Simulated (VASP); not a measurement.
ZrS2:

```xyz
3
Lattice="3.7111 0.0000 0.0000 -1.8556 3.2139 0.0000 0.0000 0.0000 5.8276" Properties=species:S:1:pos:R:3 pbc="T T T"
Zr    0.0000    0.0000    0.0000
S     0.0000    2.1426    1.4251
S     1.8556    1.0713    4.4025
```

This cell differs from its parent crystal: epitaxial xy strain +1.0%.

Base run:

```yaml
Program: VASP 6.6.1
Functional: r2SCAN
Potentials_or_basis: VASP PAW PBE potentials, release 64 (Zr_sv, S)
Cutoff: 550 eV
k_mesh: 12 × 12 × 4
Occupations: gaussian, width 0.01 eV
Spin: no spin polarisation
```

Its results: band gap on the k mesh 1.23 eV (least direct gap 1.74 eV); pressure -0.2 GPa; largest force 0.036 eV/Å.

The run is repeated on the same cell with these changes: functional from r2SCAN to HSE06; cutoff from 550 eV to 400 eV; k mesh from 12 × 12 × 4 to 6 × 6 × 4. What comes out?

Band gap on the k mesh 1.72 eV (least direct gap 2.31 eV); pressure -1.1 GPa; largest force 0.183 eV/Å.

Several settings changed at once.

Caveats: the PAW data sets were made with another functional, which shifts forces and pressure a little; this functional lacks dispersion, which binds layers or chains, so the pressure and a relaxed spacing across them are unreliable (at least some runs).

A k mesh can miss the band edges.
